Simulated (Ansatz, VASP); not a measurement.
One calculation of AlCo, two programs

File INCAR:

```
SYSTEM = AlCo
ALGO = Normal ; EDIFF = 1E-6
ENCUT = 520 ; GGA = PS
ISIF = 2 ; ISMEAR = 0
LASPH = .True. ; LCHARG = .False.
LREAL = .False. ; LWAVE = .False.
NBANDS = 13 ; NELM = 60
PREC = Accurate ; SIGMA = 0.15
```

Contents of KPOINTS:

```
k-points
0
Gamma
  16 16 16
  0 0 0
```

File POSCAR:

```
AlCo
1.0
    3.0449554668      0.0000000000      0.0000000000
    0.0000000000      3.0449554668      0.0000000000
    0.0000000000      0.0000000000      2.9321793384
Al Co
1 1
Direct
    0.0000000000      0.0000000000      0.0000000000
    0.5000000000      0.5000000000      0.5000000000
```

Input for Ansatz:

```yaml
crystal:
  lattice:
    - [3.0449554668, 0.0, 0.0]
    - [0.0, 3.0449554668, 0.0]
    - [0.0, 0.0, 2.9321793384]
  atoms:
    - { symbol: Al, position: [0.0, 0.0, 0.0] }
    - { symbol: Co, position: [0.5, 0.5, 0.5] }
basis:
  ecutwfc: 420
kpoints:
  mp_grid: { grid: [16, 16, 16] }
hamiltonian:
  xc: pbesol
scf:
  occupations: { method: gaussian, width: 0.15 }
output:
  forces: true
  stress: true
  eigenvalues: true
```

Change from the starting cell: strain +0.080 along x and y, +0.040 along z, atoms carried along.

Alike in both runs: task single point; functional PBEsol; k mesh 16 × 16 × 16; occupations gaussian, width 0.15 eV; no spin polarisation.

|  | VASP | Ansatz |
| --- | --- | --- |
| version | VASP 6.6.1 | Ansatz 0.2.0 |
| potentials or method | VASP PAW PBE potentials, release 64 (Al, Co), cutoff 520 eV | scalar-relativistic, plane waves, PAW |
| valence electrons in the cell | 12 | 20 |

VASP gave:

| Property | Result |
| --- | --- |
| gap on the k mesh at the Fermi level (eV) | none |
| pressure (GPa) | -24.1 |
| traceless stress, the component that is largest in VASP (GPa) | 2.69 |

Problem. Estimate Ansatz's values.

Solution. gap on the k mesh at the Fermi level (eV): none; pressure (GPa): -24.3; traceless stress, the component that is largest in VASP (GPa): 2.69.

VASP's potentials were made for PBE, not for PBEsol. A gap of «none» marks a metal or a gap that the smearing closes. The functional is the same, so the differences come from potentials, cutoffs and numerics. VASP's potentials hold 12 valence electrons a cell and Ansatz's 20, so a difference there can come from the potentials and not from the codes.
